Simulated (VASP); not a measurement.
# Rb in VASP: notebook

The runs below take Rb through single point, with PBEsol.

Everything below comes from runs of VASP 6.6.1. Logs are shortened: lines on timing, memory, paths and dates and some standing lists are left out, and cuts for length are marked.

## 1. The cell of the first run

It takes space group Im-3m (No. 229, cubic). Conventional cell: a = 5.444 Å, b = 5.444 Å, c = 5.444 Å, α = 90.00°, β = 90.00°, γ = 90.00°.

## 2. Single point, PBEsol (strain -0.030 along x and y, -0.030 along z)

The input, INCAR:

```
ALGO     = Normal         # electronic algorithm
EDIFF    = 1E-6           # SCF threshold, eV
ENCUT    = 520            # plane-wave cutoff, eV
GGA      = PS             # functional
ISIF     = 2              # what is computed and relaxed
ISMEAR   = 0              # smearing method
LASPH    = True           # aspherical terms in the spheres
LCHARG   = True           # write CHGCAR
LELF     = True           # ELF
LREAL    = False          # projectors in reciprocal space
LVHAR    = True         
LWAVE    = False          # write WAVECAR
NBANDS   = 10             # bands
NELM     = 80             # most SCF steps
PREC     = Accurate       # precision mode
SIGMA    = 0.15           # smearing width, eV
```

The input, KPOINTS:

```
k-points
0
Gamma
  12 12 12
```

The input, POSCAR:

```
Rb
1.0
   -2.7218200000      2.7218200000      2.7218200000
    2.7218200000     -2.7218200000      2.7218200000
    2.7218200000      2.7218200000     -2.7218200000
Rb
1
Direct
    0.0000000000      0.0000000000      0.0000000000
```

Potentials or basis: VASP PAW PBE potentials, release 64 (Rb_sv).

Run with:

```sh
$ cat potpaw_PBE.64/Rb_sv/POTCAR > POTCAR
$ mpirun -np 1 vasp_std > vasp.out
```

OUTCAR:

```text
EDIFF = 1E-6
   ENCUT = 520
   GGA = PS
   ISIF = 2
   ISMEAR = 0
   LASPH = True
   LREAL = False
   NELM = 80
   PREC = Accurate

 ion  position               nearest neighbor table
   1  0.000  0.000  0.000-

  LATTYP: Found a body centered cubic cell.
 ALAT       =     5.4436400000

  Lattice vectors:

 A1 = (  -2.7218200000,   2.7218200000,   2.7218200000)
 A2 = (   2.7218200000,  -2.7218200000,   2.7218200000)
 A3 = (   2.7218200000,   2.7218200000,  -2.7218200000)

Analysis of symmetry for initial positions (statically):
=====================================================================
 Subroutine PRICEL returns:
 Original cell was already a primitive cell.

 Routine SETGRP: Setting up the symmetry group for a
 body centered cubic supercell.

 Subroutine GETGRP returns: Found 48 space group operations
 (whereof 48 operations were pure point group operations)
 out of a pool of 48 trial point group operations.

The static configuration has the point symmetry O_h .

Analysis of symmetry for dynamics (positions and initial velocities):
=====================================================================
 Subroutine PRICEL returns:
 Original cell was already a primitive cell.

 Routine SETGRP: Setting up the symmetry group for a
 body centered cubic supercell.

 Subroutine GETGRP returns: Found 48 space group operations
 (whereof 48 operations were pure point group operations)
 out of a pool of 48 trial point group operations.

The dynamic configuration has the point symmetry O_h .

 Subroutine INISYM returns: Found 48 space group operations
 (whereof 48 operations are pure point group operations),
 and found     1 'primitive' translations

----------------------------------------------------------------------------------------

                                     Primitive cell

  volume of cell :      80.6563

  direct lattice vectors                    reciprocal lattice vectors
    -2.721820000  2.721820000  2.721820000     0.000000000  0.183700612  0.183700612
     2.721820000 -2.721820000  2.721820000     0.183700612  0.000000000  0.183700612
     2.721820000  2.721820000 -2.721820000     0.183700612  0.183700612  0.000000000

  length of vectors
     4.714330529  4.714330529  4.714330529     0.259791897  0.259791897  0.259791897

  position of ions in fractional coordinates (direct lattice)
     0.000000000  0.000000000  0.000000000

  ion indices of the primitive-cell ions
   primitive index   ion index
                 1           1

----------------------------------------------------------------------------------------

 KPOINTS: k-points

Automatic generation of k-mesh.
 Grid dimensions read from file:
 generate k-points for:   12   12   12

 Generating k-lattice:

  Cartesian coordinates                     Fractional coordinates (reciprocal lattice)
     0.000000000  0.015308384  0.015308384     0.083333333  0.000000000  0.000000000
     0.015308384  0.000000000  0.015308384     0.000000000  0.083333333  0.000000000
     0.015308384  0.015308384  0.000000000     0.000000000  0.000000000  0.083333333

  Length of vectors
     0.021649325  0.021649325  0.021649325

  Shift w.r.t. Gamma in fractional coordinates (k-lattice)
     0.000000000  0.000000000  0.000000000

 Subroutine IBZKPT returns following result:
 ===========================================

 Found     72 irreducible k-points:

 Following reciprocal coordinates:
            Coordinates               Weight
  0.000000  0.000000  0.000000      1.000000
  0.083333  0.000000  0.000000     12.000000
  0.166667  0.000000  0.000000     12.000000
  0.250000  0.000000  0.000000     12.000000
  0.333333  0.000000  0.000000     12.000000
  0.416667  0.000000  0.000000     12.000000
[... 16 lines left out ...]
  0.333333  0.083333  0.083333     24.000000
  0.416667  0.083333  0.083333     12.000000
 [... further k-points ...]
   k-points           NKPTS =     72   k-points in BZ     NKDIM =     72   number of bands    NBANDS=     10
   number of dos      NEDOS =    301   number of ions     NIONS =      1
   total plane-waves  NPLWV =  46656
   dimension x,y,z NGX =    36 NGY =   36 NGZ =   36
   dimension x,y,z NGXF=    72 NGYF=   72 NGZF=   72
   ions per type =               1
   NGX,Y,Z   is equivalent  to a cutoff of  12.70, 12.70, 12.70 a.u.
   NGXF,Y,Z  is equivalent  to a cutoff of  25.39, 25.39, 25.39 a.u.
 SYSTEM =  unknown system
   PREC   = accura    normal or accurate (medium, high low for compatibility)
   ISTART =      0    job   : 0-new  1-cont  2-samecut
   ICHARG =      2    charge: 1-file 2-atom 10-const
   ISPIN  =      1    spin polarized calculation?
   LNONCOLLINEAR =      F non collinear calculations
   LSORBIT =      F    spin-orbit coupling
   LASPH  =      T    aspherical Exc in radial PAW
   ENCUT  =  520.0 eV  38.22 Ry    6.18 a.u.   8.77  8.77  8.77*2*pi/ulx,y,z
   NELM   =     80;   NELMIN=  2; NELMDL= -5     # of ELM steps
   EDIFF  = 0.1E-05   stopping-criterion for ELM
   LREAL  =      F    real-space projection
   EDIFFG = 0.1E-04   stopping-criterion for IOM
   NSW    =      0    number of steps for IOM
   IBRION =     -1    ionic relax: 0-MD 1-quasi-New 2-CG
   NFREE  =      0    steps in history (QN), initial steepest desc. (CG)
   ISIF   =      2    stress and relaxation
   ISYM   =      2    0-nonsym 1-usesym 2-fastsym
   POTIM  = 0.5000    time-step for ionic-motion
   TEBEG  =    0.0;   TEEND  =   0.0 temperature during run
   PSTRESS=    0.0 pullay stress
   NELECT =       9.0000    total number of electrons
   NUPDOWN=      -1.0000    fix difference up-down
   EMIN   =  10.00;   EMAX   =-10.00  energy-range for DOS
   EFERMI =   0.00;   METHOD = LEGACY
   ISMEAR =     0;   SIGMA  =   0.15  broadening in eV -4-tet -1-fermi 0-gaus
   EFERMI_NEDOS =   21; number of points for ismear=-14 and -15
   IALGO  =     38    algorithm
   IMIX   =      4    mixing-type and parameters
     AMIX     =   0.40;   BMIX     =  1.00
     AMIX_MAG =   1.60;   BMIX_MAG =  1.00
  volume/ion in A,a.u.               =      80.66       544.30
  Fermi-wavevector in a.u.,A,eV,Ry     =   0.788151  1.489390  8.451701  0.621182
  Thomas-Fermi vector in A             =   1.893035
   LORBIT       =      0    0 simple, 1 ext, 2 COOP (PROOUT), +10 PAW based schemes
   GGA     = PS    functional components
   LHFCALC =     F    Hartree Fock is set to
   AEXX    =    0.0000 exact exchange contribution
   IVDW    =     0    specifies the selected vdW correction
   LEPSILON=     F    determine dielectric tensor
   LRPA    =     F    only Hartree local field effects (RPA)
 non-spin polarized calculation
 Gauss-broadening in eV      SIGMA  =   0.15
  energy-cutoff  :      520.00
  volume of cell :       80.66
 maximum number of plane-waves:      2214
   NGX = 17   NGY = 17   NGZ = 17

 number of electron       9.0000000 magnetization

 Free energy of the ion-electron system (eV)
  ---------------------------------------------------
  ext. energy  EPLUGINS =         0.00000000
  ---------------------------------------------------
  free energy    TOTEN  =        -1.02508072 eV

  energy without entropy =       -1.01385834  energy(sigma->0) =       -1.01946953

 E-fermi :   0.2201     XC(G=0):  -5.8305

 val. band max:        0.2126669709   @ k =   0.2500   0.2500   0.0000
 cond. band min:       0.2529390935   @ k =   0.3333   0.1667  -0.0000
 fundamental gap:      0.0402721226
 Fermi energy:         0.2200657525

 k-point     1 :       0.0000    0.0000    0.0000
  band No.  band energies     occupation
      1     -28.5710      2.00000
      2     -12.6028      2.00000
      3     -12.6028      2.00000
      4     -12.6028      2.00000
      5      -1.9159      2.00000
      6       4.0127      0.00000
      7       4.0127      0.00000
      8       4.0127      0.00000
      9       5.0490      0.00000
     10       5.0490      0.00000

 k-point     2 :       0.0833    0.0000    0.0000
  band No.  band energies     occupation
      1     -28.5704      2.00000
      2     -12.6129      2.00000
      3     -12.6060      2.00000
      4     -12.6028      2.00000
      5      -1.8239      2.00000
      6       3.8820      0.00000
      7       3.8861      0.00000
      8       4.1004      0.00000
      9       4.8520      0.00000
     10       5.0142      0.00000

 k-point     3 :       0.1667    0.0000    0.0000
  band No.  band energies     occupation
      1     -28.5691      2.00000
      2     -12.6403      2.00000
      3     -12.6148      2.00000
      4     -12.6029      2.00000
      5      -1.5549      2.00000
      6       3.3982      0.00000
      7       3.5992      0.00000
      8       4.3608      0.00000
      9       4.7608      0.00000
     10       4.9606      0.00000

 k-point     4 :       0.2500    0.0000    0.0000
  band No.  band energies     occupation
      1     -28.5672      2.00000
      2     -12.6772      2.00000
      3     -12.6267      2.00000
      4     -12.6030      2.00000
      5      -1.1303      2.00000
      6       2.7505      0.00000
      7       3.2910      0.00000
      8       4.7854      0.00000
      9       4.8628      0.00000
     10       4.9691      0.00000
[... 222 lines left out ...]
 k-point    22 :       0.2500    0.0833    0.0833
  band No.  band energies     occupation
      1     -28.5649      2.00000
      2     -12.7145      2.00000
      3     -12.6390      2.00000
      4     -12.6117      2.00000
      5      -0.4252      2.00000
      6       2.1260      0.00000
      7       2.7058      0.00000
      8       4.9587      0.00000
      9       5.2838      0.00000
     10       5.3478      0.00000

 k-point    23 :       0.3333    0.0833    0.0833
  band No.  band energies     occupation
      1     -28.5637      2.00000
      2     -12.7324      2.00000
      3     -12.6517      2.00000
      4     -12.6123      2.00000
      5       0.1792      1.29996
      6       1.5614      0.00000
      7       2.5689      0.00000
      8       4.7348      0.00000
      9       5.5697      0.00000
     10       5.6350      0.00000

 k-point    24 :       0.4167    0.0833    0.0833
  band No.  band energies     occupation
      1     -28.5633      2.00000
      2     -12.7387      2.00000
      3     -12.6565      2.00000
      4     -12.6125      2.00000
      5       0.6220      0.00015
      6       1.1457      0.00000
      7       2.5230      0.00000
      8       4.6002      0.00000
      9       5.7579      0.00000
     10       5.8108      0.00000

 [... further k-points ...]
[... 5 lines left out ...]
  --------------------------------------------------------------------------------------
  -------------------------------------------------------------------------------------
  Total        0.1164019      0.1164019      0.1164019      0.0000000      0.0000000     -0.0000000
  in kB        2.3122382      2.3122382      2.3122382      0.0000000      0.0000000     -0.0000000
  external PRESSURE =       2.3122382 kB  Pullay stress =       0.0000000 kB

 VOLUME and BASIS-vectors are now :
 -----------------------------------------------------------------------------
  energy-cutoff  :      520.00
  volume of cell :       80.66
      direct lattice vectors                 reciprocal lattice vectors
    -2.721820000  2.721820000  2.721820000     0.000000000  0.183700612  0.183700612
     2.721820000 -2.721820000  2.721820000     0.183700612  0.000000000  0.183700612
     2.721820000  2.721820000 -2.721820000     0.183700612  0.183700612  0.000000000

 POSITION                                       TOTAL-FORCE (eV/Angst)
 -----------------------------------------------------------------------------------
      0.00000      0.00000      0.00000         0.000000      0.000000     -0.000000
 -----------------------------------------------------------------------------------
    total drift:                               -0.000000     -0.000000      0.000000

  FREE ENERGIE OF THE ION-ELECTRON SYSTEM (eV)
  ---------------------------------------------------
  free  energy   TOTEN  =        -1.0250807161 eV

  energy  without entropy=       -1.0138583438  energy(sigma->0) =       -1.01946953
```

Run time: 98 s. Hardware: 1 thread of AMD EPYC 7R13, shared host; peak memory 0.19 GiB.

Results:

- Free energy: -1.0251 eV
- Pressure: 0.2 GPa

Levels at points of the mesh, in eV from the Fermi level:
```
           k point  band 1  band 2  band 3  band 4  band 5  band 6  band 7  band 8  band 9
(0.00, 0.00, 0.00)  -28.79  -12.82  -12.82  -12.82   -2.14    3.79    3.79    3.79    4.83
(0.50, 0.00, 0.00)  -28.78  -12.97  -12.87  -12.82    0.21    0.88    2.60    4.53    5.51
(0.50, 0.50, 0.50)  -28.78  -12.93  -12.93  -12.93    1.18    1.18    3.58    3.58    3.58
```

Caveat: the cell differs from its parent crystal (strain -0.030 along x and y, -0.030 along z); the PAW data sets were made with another functional, which shifts forces and pressure a little.

## 3. Single point, PBEsol (strain +0.030 along x and y, +0.030 along z)

The input, INCAR:

```
SYSTEM = Rb
PREC = Accurate
ENCUT = 520
EDIFF = 1E-6
ISMEAR = 0
SIGMA = 0.15
LREAL = .False.
LASPH = .True.
NELM = 80
ALGO = Normal
ISIF = 2
LWAVE = .False.
LCHARG = .True.
GGA = PS
LELF = .True.
LVHAR = .True.
NBANDS = 10
```

The input, KPOINTS:

```
regular mesh
0
Gamma
  12 12 12
  0 0 0
```

The input, POSCAR:

```
Rb
1.0
   -2.8901800000      2.8901800000      2.8901800000
    2.8901800000     -2.8901800000      2.8901800000
    2.8901800000      2.8901800000     -2.8901800000
Rb
1
Direct
    0.0000000000      0.0000000000      0.0000000000
```

Potentials or basis: VASP PAW PBE potentials, release 64 (Rb_sv).

Run with:

```sh
$ cat potpaw_PBE.64/Rb_sv/POTCAR > POTCAR
$ mpirun -np 1 vasp_std > vasp.out
```

OUTCAR:

```text
SYSTEM = Rb
   PREC = Accurate
   ENCUT = 520
   EDIFF = 1E-6
   ISMEAR = 0
   LREAL = .False.
   LASPH = .True.
   NELM = 80
   ISIF = 2
   GGA = PS

 ion  position               nearest neighbor table
   1  0.000  0.000  0.000-

  LATTYP: Found a body centered cubic cell.
 ALAT       =     5.7803600000

  Lattice vectors:

 A1 = (  -2.8901800000,   2.8901800000,   2.8901800000)
 A2 = (   2.8901800000,  -2.8901800000,   2.8901800000)
 A3 = (   2.8901800000,   2.8901800000,  -2.8901800000)

Analysis of symmetry for initial positions (statically):
=====================================================================
 Subroutine PRICEL returns:
 Original cell was already a primitive cell.

 Routine SETGRP: Setting up the symmetry group for a
 body centered cubic supercell.

 Subroutine GETGRP returns: Found 48 space group operations
 (whereof 48 operations were pure point group operations)
 out of a pool of 48 trial point group operations.

The static configuration has the point symmetry O_h .

Analysis of symmetry for dynamics (positions and initial velocities):
=====================================================================
 Subroutine PRICEL returns:
 Original cell was already a primitive cell.

 Routine SETGRP: Setting up the symmetry group for a
 body centered cubic supercell.

 Subroutine GETGRP returns: Found 48 space group operations
 (whereof 48 operations were pure point group operations)
 out of a pool of 48 trial point group operations.

The dynamic configuration has the point symmetry O_h .

 Subroutine INISYM returns: Found 48 space group operations
 (whereof 48 operations are pure point group operations),
 and found     1 'primitive' translations

----------------------------------------------------------------------------------------

[... 106 lines left out ...]
   EFERMI_NEDOS =   21; number of points for ismear=-14 and -15
   IALGO  =     38    algorithm
   IMIX   =      4    mixing-type and parameters
     AMIX     =   0.40;   BMIX     =  1.00
     AMIX_MAG =   1.60;   BMIX_MAG =  1.00
  volume/ion in A,a.u.               =      96.57       651.68
  Fermi-wavevector in a.u.,A,eV,Ry     =   0.742240  1.402629  7.495716  0.550920
  Thomas-Fermi vector in A             =   1.837071
   LORBIT       =      0    0 simple, 1 ext, 2 COOP (PROOUT), +10 PAW based schemes
   GGA     = PS    functional components
   LHFCALC =     F    Hartree Fock is set to
   AEXX    =    0.0000 exact exchange contribution
   IVDW    =     0    specifies the selected vdW correction
   LEPSILON=     F    determine dielectric tensor
   LRPA    =     F    only Hartree local field effects (RPA)
 non-spin polarized calculation
 Gauss-broadening in eV      SIGMA  =   0.15
  energy-cutoff  :      520.00
  volume of cell :       96.57
 maximum number of plane-waves:      2624
 NGX is ok and might be reduce to    40
   NGX = 19   NGY = 19   NGZ = 19

 number of electron       9.0000000 magnetization

 Free energy of the ion-electron system (eV)
  ---------------------------------------------------
  ext. energy  EPLUGINS =         0.00000000
  ---------------------------------------------------
  free energy    TOTEN  =        -1.02012061 eV

  energy without entropy =       -1.00872310  energy(sigma->0) =       -1.01442186

 E-fermi :  -0.1835     XC(G=0):  -5.3756

 val. band max:       -0.2008246777   @ k =   0.2500   0.2500   0.0000
 cond. band min:      -0.1545200690   @ k =   0.3333   0.1667  -0.0000
 fundamental gap:      0.0463046087
 Fermi energy:        -0.1834960893

 k-point     1 :       0.0000    0.0000    0.0000
  band No.  band energies     occupation
      1     -29.0713      2.00000
      2     -13.1231      2.00000
      3     -13.1231      2.00000
      4     -13.1231      2.00000
      5      -2.0733      2.00000
      6       3.4480      0.00000
      7       3.4480      0.00000
      8       3.4480      0.00000
      9       4.3528      0.00000
     10       4.3528      0.00000
[... 287 lines left out ...]
 k-point    24 :       0.4167    0.0833    0.0833
  band No.  band energies     occupation
      1     -29.0681      2.00000
      2     -13.1956      2.00000
      3     -13.1524      2.00000
      4     -13.1280      2.00000
      5       0.2379      0.00007
      6       0.6170      0.00000
      7       2.0880      0.00000
      8       3.6806      0.00000
      9       4.8806      0.00000
     10       4.9714      0.00000

 [... further k-points ...]
[... 5 lines left out ...]
  --------------------------------------------------------------------------------------
  -------------------------------------------------------------------------------------
  Total       -0.1584064     -0.1584064     -0.1584064      0.0000000     -0.0000000     -0.0000000
  in kB       -2.6281405     -2.6281405     -2.6281405      0.0000000     -0.0000000     -0.0000000
  external PRESSURE =      -2.6281405 kB  Pullay stress =       0.0000000 kB

 VOLUME and BASIS-vectors are now :
 -----------------------------------------------------------------------------
  energy-cutoff  :      520.00
  volume of cell :       96.57
      direct lattice vectors                 reciprocal lattice vectors
    -2.890180000  2.890180000  2.890180000     0.000000000  0.172999606  0.172999606
     2.890180000 -2.890180000  2.890180000     0.172999606  0.000000000  0.172999606
     2.890180000  2.890180000 -2.890180000     0.172999606  0.172999606  0.000000000

 POSITION                                       TOTAL-FORCE (eV/Angst)
 -----------------------------------------------------------------------------------
      0.00000      0.00000      0.00000        -0.000000      0.000000     -0.000000
 -----------------------------------------------------------------------------------
    total drift:                               -0.000000     -0.000000     -0.000000

  FREE ENERGIE OF THE ION-ELECTRON SYSTEM (eV)
  ---------------------------------------------------
  free  energy   TOTEN  =        -1.0201206120 eV

  energy  without entropy=       -1.0087231035  energy(sigma->0) =       -1.01442186
```

It took 2.2 min on 1 thread of AMD EPYC 7R13, shared host; peak memory 0.23 GiB.

Results:

| Item | Value |
| --- | --- |
| Free energy | -1.0201 eV |
| Pressure | -0.3 GPa |

Caveat: the cell differs from its parent crystal (strain +0.030 along x and y, +0.030 along z); the PAW data sets were made with another functional, which shifts forces and pressure a little.

(Continued in part 2 of 2.)
